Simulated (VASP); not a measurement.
# Al5O8 (a cell with a defect) in VASP: single point with LDA

Aim: the single point of Al5O8 (a cell with a defect) with LDA.

Everything below comes from runs of VASP 6.6.1. Logs are shortened: lines on timing, memory, paths and dates and some standing lists are left out, and cuts for length are marked.

**1. The cell of the first run**

The cell holds a defect, 39 atoms: a = 6.956 Å, b = 6.956 Å, c = 6.956 Å, α = 85.80°, β = 85.80°, γ = 85.80°.

**2. Single point, LDA**

INCAR

```
SYSTEM = Al5O8
PREC = Accurate
ENCUT = 520
EDIFF = 1E-6
ISMEAR = -1
SIGMA = 0.05
LREAL = Auto
LASPH = .True.
NELM = 100
ALGO = Normal
ISIF = 2
LWAVE = .False.
LCHARG = .False.
GGA = CA
NELECT = 188.0
NBANDS = 120
```

KPOINTS

```
regular mesh
0
Gamma
  2 2 2
  0 0 0
```

POSCAR

```
Al5O8
1.0
   -4.7351000000     -2.7338110000      4.3003330000
    4.7351000000     -2.7338110000      4.3003330000
    0.0000000000      5.4676230000      4.3003330000
Al O
15 24
Direct
    0.3497874430      0.3513798064      0.3560592490
    0.1490872741      0.1506325424      0.1449145874
    0.6473255824      0.6434116207      0.6548332911
    0.8570155094      0.8531665938      0.8461480694
    0.7500624407      0.7501418477      0.2503747947
    0.1476837730      0.1477617017      0.6479975098
    0.3526581009      0.3527360296      0.8529696055
    0.8557454530      0.3498646902      0.8516147275
    0.6446007469      0.1491643252      0.6508672389
    0.1545199515      0.6473967651      0.1436461038
    0.3458319350      0.8570908313      0.3534022903
    0.3513026669      0.8558204173      0.8500994611
    0.1505522095      0.6446786271      0.6494000791
    0.6433293676      0.1545962891      0.1476299550
    0.8530842614      0.3459108120      0.3573276579
    0.5988026585      0.4014363938      0.7588872758
    0.7501487455      0.5742084274      0.4265118877
    0.4040063962      0.7502565282      0.5966765959
    0.3854681888      0.6015789362      0.2685670332
    0.2501784700      0.4005647343      0.6001759686
    0.5936145598      0.2502365952      0.4070312767
    0.0989806117      0.9016236393      0.7420824201
    0.2417683816      0.0990598855      0.4018591015
    0.9015447677      0.2418457117      0.5992943313
    0.8988668498      0.1149845664      0.2323911422
    0.7320785913      0.8989447610      0.6152208339
    0.1149026211      0.7321599124      0.3991825829
    0.0963592389      0.4040843133      0.2504913173
    0.2585721501      0.5988813304      0.9016707547
    0.9262010687      0.7502301283      0.0744446073
    0.9067149965      0.5936926739      0.7504712731
    0.7682525616      0.3855436431      0.1018133028
    0.0998620775      0.2502580564      0.9007988066
    0.5741297576      0.9262794482      0.2504693889
    0.7501775005      0.0964396703      0.9043186288
    0.4013557401      0.2586525237      0.0991169017
    0.4004853481      0.0999415370      0.7504936831
    0.2501585876      0.9067956174      0.0939282266
    0.6015013751      0.7683320651      0.8857856014
```

Potentials or basis: VASP PAW LDA potentials, release 64 (Al, O).

Command:

```bash
$ cat potpaw_LDA.64/Al/POTCAR potpaw_LDA.64/O/POTCAR > POTCAR
$ mpirun -np 1 vasp_std > vasp.out
```

OUTCAR:

```text
SYSTEM = Al5O8
   PREC = Accurate
   ENCUT = 520
   EDIFF = 1E-6
   ISMEAR = -1
   LREAL = Auto
   LASPH = .True.
   NELM = 100
   ISIF = 2
   GGA = CA
   NELECT = 188.0

 ion  position               nearest neighbor table
   1  0.350  0.351  0.356-  19 1.83  20 1.83  21 1.84  36 1.94  23 1.96  28 1.96   2 2.63   6 2.75
                            14 2.76  10 2.78  13 3.17   9 3.19
   2  0.149  0.151  0.145-  25 1.83  33 1.83  38 1.84  23 1.94  36 1.95  28 1.96   1 2.63   7 2.75
                            11 2.76  15 2.78   8 3.17  12 3.19
   3  0.647  0.643  0.655-  17 1.78  16 1.83  18 1.86  39 1.88  26 1.91  31 1.97   4 2.63   8 2.76
                            12 2.78   5 2.91   7 3.16  15 3.22  11 3.28
   4  0.857  0.853  0.846-  30 1.78  22 1.83  35 1.86  26 1.88  39 1.91  31 1.97   3 2.63  13 2.76
                             9 2.78   5 2.91   6 3.16  10 3.22  14 3.28
   5  0.750  0.750  0.250-  30 1.67  34 1.67  17 1.67   4 2.91  11 2.91  15 2.91  14 2.91   3 2.91
                            10 2.91
   6  0.148  0.148  0.648-  23 1.83  22 1.83  24 1.83  33 1.94  37 1.94  20 1.94   7 2.64   8 2.75
                             1 2.75  12 2.75   4 3.16  11 3.16  15 3.16
   7  0.353  0.353  0.853-  16 1.83  29 1.83  36 1.83  37 1.94  20 1.94  33 1.94   6 2.64   9 2.75
                            13 2.75   2 2.75  14 3.16  10 3.16   3 3.16
   8  0.856  0.350  0.852-  32 1.83  33 1.83  31 1.84  16 1.94  24 1.96  35 1.96   9 2.63   6 2.75
                             3 2.76  14 2.78   2 3.17  13 3.19
   9  0.645  0.149  0.651-  26 1.83  37 1.83  21 1.84  24 1.94  16 1.95  35 1.96   8 2.63   7 2.75
[... 23 lines left out ...]
  26  0.732  0.899  0.615-   9 1.83   4 1.88   3 1.91
  27  0.115  0.732  0.399-  13 1.83  11 1.88  10 1.91
  28  0.096  0.404  0.250-  15 1.86  10 1.86   1 1.96   2 1.96
  29  0.259  0.599  0.902-  10 1.83   7 1.83  12 1.94  13 1.95
  30  0.926  0.750  0.074-   5 1.67  10 1.78   4 1.78
  31  0.907  0.594  0.750-  13 1.84   8 1.84   3 1.97   4 1.97
  32  0.768  0.386  0.102-   8 1.83  14 1.88  15 1.91
  33  0.100  0.250  0.901-   8 1.83   2 1.83   7 1.94   6 1.94
  34  0.574  0.926  0.250-   5 1.67  14 1.78  11 1.78
  35  0.750  0.096  0.904-   4 1.86  14 1.86   8 1.96   9 1.96
  36  0.401  0.259  0.099-  14 1.83   7 1.83   1 1.94   2 1.95
  37  0.400  0.100  0.750-  12 1.83   9 1.83   7 1.94   6 1.94
  38  0.250  0.907  0.094-   2 1.84  12 1.84  10 1.97  11 1.97
  39  0.602  0.768  0.886-  12 1.83   3 1.88   4 1.91

  LATTYP: Found a trigonal (rhomboedric) cell.
 ALAT       =     6.9561310011
 COS(alpha) =     0.0732708973

  Lattice vectors:

 A1 = (  -4.7351000000,  -2.7338110000,   4.3003330000)
 A2 = (   4.7351000000,  -2.7338110000,   4.3003330000)
 A3 = (   0.0000000000,   5.4676230000,   4.3003330000)

Analysis of symmetry for initial positions (statically):
=====================================================================
 Subroutine PRICEL returns:
 Original cell was already a primitive cell.

 Routine SETGRP: Setting up the symmetry group for a
 trigonal (rhombohedral) supercell.

 Subroutine GETGRP returns: Found  1 space group operations
 (whereof  1 operations were pure point group operations)
 out of a pool of 12 trial point group operations.

The static configuration has the point symmetry C_1 .

Analysis of symmetry for dynamics (positions and initial velocities):
=====================================================================
 Subroutine PRICEL returns:
 Original cell was already a primitive cell.

 Routine SETGRP: Setting up the symmetry group for a
 trigonal (rhombohedral) supercell.

 Subroutine GETGRP returns: Found  1 space group operations
 (whereof  1 operations were pure point group operations)
 out of a pool of 12 trial point group operations.

The dynamic configuration has the point symmetry C_1 .

 Subroutine INISYM returns: Found  1 space group operations
 (whereof  1 operations are pure point group operations),
 and found     1 'primitive' translations

----------------------------------------------------------------------------------------

                                     Primitive cell

  volume of cell :     334.0035

  direct lattice vectors                    reciprocal lattice vectors
    -4.735100000 -2.733811000  4.300333000    -0.105594391 -0.060964948  0.077513382
     4.735100000 -2.733811000  4.300333000     0.105594391 -0.060964948  0.077513382
     0.000000000  5.467623000  4.300333000     0.000000000  0.121929897  0.077513368

  length of vectors
     6.956131001  6.956131001  6.956131481     0.144482610  0.144482610  0.144482601

  position of ions in fractional coordinates (direct lattice)
     0.349787443  0.351379806  0.356059249
     0.149087274  0.150632542  0.144914587
     0.647325582  0.643411621  0.654833291
     0.857015509  0.853166594  0.846148069
     0.750062441  0.750141848  0.250374795
     0.147683773  0.147761702  0.647997510
[... 31 lines left out ...]
     0.250158588  0.906795617  0.093928227
     0.601501375  0.768332065  0.885785601

  ion indices of the primitive-cell ions
   primitive index   ion index
                 1           1
                 2           2
                 3           3
                 4           4
                 5           5
                 6           6
[... 31 lines left out ...]
                38          38
                39          39

----------------------------------------------------------------------------------------

 KPOINTS: regular mesh

Automatic generation of k-mesh.
 Grid dimensions read from file:
 generate k-points for:    2    2    2

 Generating k-lattice:

  Cartesian coordinates                     Fractional coordinates (reciprocal lattice)
    -0.052797195 -0.030482474  0.038756691     0.500000000  0.000000000 -0.000000000
     0.052797195 -0.030482474  0.038756691     0.000000000  0.500000000 -0.000000000
     0.000000000  0.060964948  0.038756684    -0.000000000 -0.000000000  0.500000000

  Length of vectors
     0.072241305  0.072241305  0.072241300

  Shift w.r.t. Gamma in fractional coordinates (k-lattice)
     0.000000000  0.000000000  0.000000000

 Subroutine IBZKPT returns following result:
 ===========================================

 Found      8 irreducible k-points:

 Following reciprocal coordinates:
            Coordinates               Weight
  0.000000  0.000000  0.000000      1.000000
  0.500000  0.000000  0.000000      1.000000
  0.000000  0.500000  0.000000      1.000000
  0.000000  0.000000  0.500000      1.000000
  0.500000  0.500000  0.000000      1.000000
  0.500000  0.000000  0.500000      1.000000
  0.000000  0.500000  0.500000      1.000000
  0.500000  0.500000  0.500000      1.000000
   k-points           NKPTS =      8   k-points in BZ     NKDIM =      8   number of bands    NBANDS=    120
   number of dos      NEDOS =    301   number of ions     NIONS =     39
   total plane-waves  NPLWV = 157464
   dimension x,y,z NGX =    54 NGY =   54 NGZ =   54
   dimension x,y,z NGXF=   108 NGYF=  108 NGZF=  108
   ions per type =              15  24
   NGX,Y,Z   is equivalent  to a cutoff of  12.91, 12.91, 12.91 a.u.
   NGXF,Y,Z  is equivalent  to a cutoff of  25.81, 25.81, 25.81 a.u.
 SYSTEM =  Al5O8
   PREC   = accura    normal or accurate (medium, high low for compatibility)
   ISTART =      0    job   : 0-new  1-cont  2-samecut
   ICHARG =      2    charge: 1-file 2-atom 10-const
   ISPIN  =      1    spin polarized calculation?
   LNONCOLLINEAR =      F non collinear calculations
   LSORBIT =      F    spin-orbit coupling
   LASPH  =      T    aspherical Exc in radial PAW
   ENCUT  =  520.0 eV  38.22 Ry    6.18 a.u.  12.93 12.93 12.93*2*pi/ulx,y,z
   NELM   =    100;   NELMIN=  2; NELMDL= -5     # of ELM steps
   EDIFF  = 0.1E-05   stopping-criterion for ELM
   LREAL  =      T    real-space projection
   EDIFFG = 0.1E-04   stopping-criterion for IOM
   NSW    =      0    number of steps for IOM
   IBRION =     -1    ionic relax: 0-MD 1-quasi-New 2-CG
   NFREE  =      0    steps in history (QN), initial steepest desc. (CG)
   ISIF   =      2    stress and relaxation
   ISYM   =      2    0-nonsym 1-usesym 2-fastsym
   POTIM  = 0.5000    time-step for ionic-motion
   TEBEG  =    0.0;   TEEND  =   0.0 temperature during run
   PSTRESS=    0.0 pullay stress
   NELECT =     188.0000    total number of electrons
   NUPDOWN=      -1.0000    fix difference up-down
   EMIN   =  10.00;   EMAX   =-10.00  energy-range for DOS
   EFERMI =   0.00;   METHOD = LEGACY
   ISMEAR =    -1;   SIGMA  =   0.05  broadening in eV -4-tet -1-fermi 0-gaus
   EFERMI_NEDOS =   21; number of points for ismear=-14 and -15
   IALGO  =     38    algorithm
   IMIX   =      4    mixing-type and parameters
     AMIX     =   0.40;   BMIX     =  1.00
     AMIX_MAG =   1.60;   BMIX_MAG =  1.00
  volume/ion in A,a.u.               =       8.56        57.79
  Fermi-wavevector in a.u.,A,eV,Ry     =   1.351690  2.554324 24.858740  1.827066
  Thomas-Fermi vector in A             =   2.479091
   LORBIT       =      0    0 simple, 1 ext, 2 COOP (PROOUT), +10 PAW based schemes
   GGA     = CA    functional components
   LHFCALC =     F    Hartree Fock is set to
   AEXX    =    0.0000 exact exchange contribution
   IVDW    =     0    specifies the selected vdW correction
   LEPSILON=     F    determine dielectric tensor
   LRPA    =     F    only Hartree local field effects (RPA)
 non-spin polarized calculation
  energy-cutoff  :      520.00
  volume of cell :      334.00
 maximum number of plane-waves:      9016
 NGX is ok and might be reduce to    54
   NGX = 25   NGY = 25   NGZ = 25

 number of electron     188.0000085 magnetization

 Free energy of the ion-electron system (eV)
  ---------------------------------------------------
  ext. energy  EPLUGINS =         0.00000000
  ---------------------------------------------------
  free energy    TOTEN  =      -319.03037148 eV

  energy without entropy =     -318.93436333  energy(sigma->0) =     -318.98236740

 E-fermi :   5.4722     XC(G=0): -12.0273

 val. band max:        5.4656528646   @ k =   0.0000   0.5000   0.0000
 cond. band min:       5.4856410111   @ k =   0.0000   0.0000   0.0000
 fundamental gap:      0.0199881465
 Fermi energy:         5.4722102817

 k-point     1 :       0.0000    0.0000    0.0000
  band No.  band energies     occupation
      1     -13.8300      2.00000
      2     -12.7646      2.00000
      3     -12.7646      2.00000
      4     -12.5026      2.00000
      5     -12.1221      2.00000
      6     -12.1221      2.00000
[... 861 lines left out ...]
    105      15.2487      0.00000
    106      15.2675      0.00000
 [bands above 106 left out]

------------------------ aborting loop because EDIFF is reached ----------------------------------------

  FORCE on cell =-STRESS in cart. coord.  units (eV):
  Direction    XX          YY          ZZ          XY          YZ          ZX
  --------------------------------------------------------------------------------------
  -------------------------------------------------------------------------------------
  Total        4.2358674      4.2335221     -0.1239224      0.0028494      0.0005032      0.0004205
  in kB       20.3189803     20.3077300     -0.5944420      0.0136684      0.0024138      0.0020169
  external PRESSURE =      13.3440894 kB  Pullay stress =       0.0000000 kB

 VOLUME and BASIS-vectors are now :
 -----------------------------------------------------------------------------
  energy-cutoff  :      520.00
  volume of cell :      334.00
      direct lattice vectors                 reciprocal lattice vectors
    -4.735100000 -2.733811000  4.300333000    -0.105594391 -0.060964948  0.077513382
     4.735100000 -2.733811000  4.300333000     0.105594391 -0.060964948  0.077513382
     0.000000000  5.467623000  4.300333000     0.000000000  0.121929897  0.077513368

 POSITION                                       TOTAL-FORCE (eV/Angst)
 -----------------------------------------------------------------------------------
      0.00754      0.02994      4.54643         0.001750      0.036958     -0.028329
      0.00732     -0.02704      1.91208         0.003257     -0.035157      0.027321
     -0.01853      0.05175      8.36660         0.023274      0.014566     -0.040175
     -0.01823     -0.04890     10.99307         0.022382     -0.014826      0.039114
      0.00038     -2.73232      7.52807        -0.000153      0.000233     -0.007343
      0.00037      2.73531      4.05712         0.000052     -0.000263      0.043847
[... 31 lines left out ...]
      3.10924     -2.64933      5.37921         0.014128     -0.028796     -0.000214
      0.78996      1.09828      9.69991        -0.030707      0.068040      0.041355
 -----------------------------------------------------------------------------------
    total drift:                               -0.003143     -0.007619     -0.005530

  FREE ENERGIE OF THE ION-ELECTRON SYSTEM (eV)
  ---------------------------------------------------
  free  energy   TOTEN  =      -319.0303714792 eV

  energy  without entropy=     -318.9343633252  energy(sigma->0) =     -318.98236740
```

It took 14 min on 1 thread of Intel Xeon Platinum 8488C (Sapphire Rapids), shared host; peak memory 0.42 GiB.

Results:

| Item | Value |
| --- | --- |
| Free energy | -319.0304 eV |
| Largest force | 0.192 eV/Å |

Forces in eV/Å, atoms in the order of the input:
```
Al   0.002  0.037 -0.028
Al   0.003 -0.035  0.027
Al   0.023  0.015 -0.040
Al   0.022 -0.015  0.039
Al   0.000  0.000 -0.007
Al   0.000  0.000  0.044
Al   0.000  0.000 -0.041
Al  -0.032 -0.017 -0.029
Al   0.029  0.020  0.027
Al  -0.024  0.014 -0.039
Al   0.002  0.026  0.040
Al   0.031 -0.019 -0.029
Al  -0.032  0.015  0.027
Al   0.001 -0.027 -0.039
Al  -0.025 -0.010  0.038
O   -0.006  0.000  0.000
O   -0.097  0.165  0.001
O    0.001  0.006  0.001
O   -0.044 -0.061  0.042
O   -0.004  0.006 -0.001
O    0.017  0.026  0.001
O   -0.007  0.002 -0.001
O    0.002 -0.006 -0.002
O    0.004  0.005 -0.001
O   -0.043  0.059 -0.040
O   -0.030 -0.067 -0.040
O    0.073  0.007 -0.040
O   -0.005 -0.003  0.001
O    0.003 -0.006  0.000
O   -0.094 -0.165  0.001
O   -0.033  0.001  0.001
O    0.075 -0.008  0.042
O   -0.003 -0.006 -0.001
O    0.192  0.003  0.002
O    0.003 -0.004  0.002
O    0.002  0.004  0.000
O    0.007  0.001  0.000
O    0.014 -0.029  0.000
O   -0.031  0.068  0.041
```

Caveat: the k points lie up to 0.45 Å⁻¹ apart; the cell carries a net charge on a neutralising background, which shifts energy and pressure; the cell is charged against a uniform background, so pressure and absolute levels hang on convention.
